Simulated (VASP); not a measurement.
**Ge: single point with PBEsol+D3(BJ)**

The system is Ge.

```
Ge
1.0
     1.39715   -2.60052    0.00000
     1.39715    2.60052    0.00000
     0.00000    0.00000    2.69823
Ge
1
Direct
  0.50000 0.50000 0.00000
```

```
Program                : VASP 6.6.1
Task                   : single point
Functional             : PBEsol
Dispersion             : D3(BJ)
Potentials or basis    : VASP PAW PBE potentials, release 64 (Ge_d)
Cutoff                 : 520 eV
k mesh                 : 11 × 11 × 10
Occupations            : fermi-dirac, width 0.05 eV
Spin                   : no spin polarisation
Dipole correction      : no
Further INCAR settings : ALGO = Normal; EDIFF = 1e-06; NBANDS = 13
```

* Pressure: -6.8 GPa
* Band gap on the k mesh: zero (band 7 reaches 12.73 eV, above the bottom of band 8 at 3.66 eV)
* Dispersion energy per atom: -0.314 eV

Stress tensor (GPa, compression positive):
```
-5.47  0.00  0.00
 0.00 -8.60  0.00
 0.00  0.00 -6.47
```

Levels at points of the mesh, in eV from the Fermi level:
```
           k point  band 3  band 4  band 5  band 6  band 7  band 8  band 9  band 10  band 11  band 12
(0.00, 0.00, 0.00)  -24.52  -24.41  -24.39  -12.84    6.69    7.16    8.67    10.21    12.51    14.87
(0.00, 0.00, 0.50)  -24.48  -24.46  -24.42   -9.06   -5.66    9.98   11.49    16.07    16.10    17.31
```

It took 19 s on 1 thread of AMD EPYC 9R45 96-Core Processor (Zen 5) (shared host), peak memory 0.15 GiB.

Caveat: three body term missing; the PAW data sets were made with another functional, which shifts forces and pressure a little; pairwise dispersion overbinds metals, which lowers pressure and volume.
